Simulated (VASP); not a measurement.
Set up this calculation in VASP 6.6.1, as the native input.

- Task: single point
- Functional: LDA
- Potentials or basis: VASP PAW LDA potentials, release 64 (Cu, Pt)
- Cutoff: 520 eV
- k mesh: 14 × 14 × 14
- Occupations: fermi-dirac, width 0.1 eV
- Spin: collinear spin, ferromagnetic start
- Starting moments: [0.4, 0.4] μB
- Fixed moment: 0.8 μB
- Dipole correction: no
- Further INCAR settings: ALGO = Normal; EDIFF = 1e-06; NBANDS = 22

The structure of CuPt lies in POSCAR:

```
CuPt
1.0
    1.3622969706      0.7865225227      4.2444549900
   -1.3622969706      0.7865225227      4.2444549900
    0.0000000000     -1.5730450454      4.2444549900
Cu Pt
1 1
Direct
    0.0000000000      0.0000000000      0.0000000000
    0.5000000000      0.5000000000      0.5000000000
```

The input as run:

INCAR

```
SYSTEM = CuPt
PREC     = Accurate       ! precision mode
ENCUT    = 520            ! plane-wave cutoff, eV
EDIFF    = 1E-6           ! SCF threshold, eV
ISMEAR   = -1             ! smearing method
SIGMA    = 0.1            ! smearing width, eV
LREAL    = .FALSE.        ! projectors in reciprocal space
LASPH    = .TRUE.         ! aspherical terms in the spheres
NELM     = 150            ! most SCF steps
ALGO     = Normal         ! electronic algorithm
ISIF     = 2              ! what is computed and relaxed
LWAVE    = .FALSE.        ! write WAVECAR
LCHARG   = .FALSE.        ! write CHGCAR
ISPIN    = 2              ! spin polarisation
MAGMOM   = 0.4 0.4        ! initial moments
LORBIT   = 11             ! projections on sites
NUPDOWN  = 0.8            ! fixed moment
LMAXMIX  = 4              ! l up to which the mixer works
GGA      = CA             ! functional
NBANDS   = 22             ! bands
```

KPOINTS

```
Automatic mesh
0
G
  14 14 14
  0 0 0
```

Potentials or basis: VASP PAW LDA potentials, release 64 (Cu, Pt).

Launch:

```console
$ cat potpaw_LDA.64/Cu/POTCAR potpaw_LDA.64/Pt/POTCAR > POTCAR
$ mpirun -np 1 vasp_std > vasp.out
```

Results of the run:

* Pressure: -6.8 GPa
* Net moment: 0.80 μB per cell
* Site moments: Cu +0.20; Pt +0.56 μB
* Valence electrons inside the program's atomic spheres: Cu 9.96; Pt 9.37

Caveat: the total moment is fixed, so each spin has its own Fermi level.

Wall time 16 min on 1 thread of Oxide Virtual Turin-like Processor (shared host), peak memory 0.36 GiB.
